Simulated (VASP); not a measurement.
A run of VASP 6.6.1 is set up as follows.

The input INCAR:

```
SYSTEM = Si
PREC = Accurate ; ENCUT = 520
EDIFF = 1E-6 ; ISMEAR = 0
SIGMA = 0.05 ; LREAL = .FALSE.
LASPH = .TRUE. ; NELM = 80
ALGO = Normal ; ISIF = 2
LWAVE = .FALSE. ; LCHARG = .FALSE.
NBANDS = 11
```

File KPOINTS:

```
regular mesh
0
G
  12 12 12
  0 0 0
```

File POSCAR:

```
Si
1.0
    0.0000000000      2.8290868906      2.8898548668
    2.3834550653      0.0000000000      2.8898548668
    2.3834550653      2.8290868906      0.0000000000
Si
2
Direct
    0.5000000000      0.5000000000      0.5000000000
    0.7500000000      0.7500000000      0.7500000000
```

Potentials or basis: VASP PAW LDA potentials, release 64 (Si).

Run with:

```bash
$ cat potpaw_LDA.64/Si/POTCAR > POTCAR
$ mpirun -np 1 vasp_std > vasp.out
```

Problem. What does it give for the pressure?

Solution. -0.4 GPa.

Problem. Predict the band gap on the k mesh.

Solution. Zero (bands 4 and 5 overlap by 1.36 eV).

Stress tensor (GPa, compression positive):
```
 6.61  0.00  0.00
 0.00 -2.37  0.00
 0.00  0.00 -5.47
```

Caveat: the cell differs from its parent crystal (strain +e along x and -e along y -0.0825, strain +e along z and -e/2 along x and y +0.0700).
